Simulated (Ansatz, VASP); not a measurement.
**Two plane-wave programs on Al**

The input INCAR:

```
ALGO = Normal
EDIFF = 1E-6
ENCUT = 520
GGA = PE
ISIF = 2
ISMEAR = 0
LASPH = T
LCHARG = F
LREAL = F
LWAVE = F
NBANDS = 8
NELM = 60
PREC = Accurate
SIGMA = 0.15
```

Contents of KPOINTS:

```
k-points
0
Gamma
  20 20 20
```

Contents of POSCAR:

```
Al
1.0
   -1.5912186900      1.6051418535      1.6051418535
    1.5912186900     -1.5772955265      1.5772955265
    1.5912186900      1.5772955265     -1.5772955265
Al
1
Direct
    0.0000000000      0.0000000000      0.0000000000
```

Input for Ansatz:

```yaml
crystal:
  lattice:
    - [-1.59121869, 1.6051418535, 1.6051418535]
    - [1.59121869, -1.5772955265, 1.5772955265]
    - [1.59121869, 1.5772955265, -1.5772955265]
  atoms:
    - { symbol: Al, position: [0.0, 0.0, 0.0] }
basis:
  ecutwfc: 420
kpoints:
  mp_grid: { grid: [20, 20, 20] }
hamiltonian:
  xc: pbe
scf:
  occupations: { method: gaussian, width: 0.15 }
output:
  forces: true
  stress: true
  eigenvalues: true
```

Change from the starting cell: strain +0.0175 x Voigt [0, 0, 0, 1, 0, 0], atoms carried along.

Alike in both runs: task single point; functional PBE; k mesh 20 × 20 × 20; occupations gaussian, width 0.15 eV; no spin polarisation.

|  | VASP | Ansatz |
| --- | --- | --- |
| version | VASP 6.6.1 | Ansatz 0.2.0 |
| potentials or method | VASP PAW PBE potentials, release 64 (Al), cutoff 520 eV | scalar-relativistic, plane waves, PAW |
| valence electrons in the cell | 3 | 3 |

|  | VASP | Ansatz | Ansatz less VASP |
| --- | --- | --- | --- |
| gap on the k mesh at the Fermi level (eV) | none | none | - |
| pressure (GPa) | 3.8 | 3.8 | +0.02 |
| traceless stress, the component that is largest in VASP (GPa) | -0.75 | -0.75 | 0.000 |

A gap of «none» marks a metal or a gap that the smearing closes. The functional is the same, so the differences come from potentials, cutoffs and numerics.
